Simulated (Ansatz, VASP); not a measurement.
# One calculation of Rh, two programs

```
CELL_PARAMETERS angstrom
0.00000 1.89785 1.89785
1.89785 0.00000 1.89785
1.89785 1.89785 0.00000
ATOMIC_POSITIONS crystal
Rh 0.00000 0.00000 0.00000
```

Alike in both runs: task relaxation of cell and atoms; functional PBE; dispersion D3(BJ); k mesh 12 × 12 × 12; occupations fermi-dirac, width 0.05 eV; no spin polarisation.

```csv
,VASP,Ansatz
version,VASP 6.6.1,Ansatz 0.2.0
potentials or method,"VASP PAW PBE potentials, release 64 (Rh_pv), cutoff 600 eV","all-electron LAPW, scalar-relativistic"
```

|  | VASP | Ansatz | Ansatz less VASP |
| --- | --- | --- | --- |
| relaxed volume (Å³/atom) | 13.64 | 13.64 | +0.002 |
| relaxed length of the cell vector where the two differ most in proportion (Å) | 2.682 | 2.682 | +0.0001 |

Ansatz ran all-electron here, and VASP with PAW potentials.
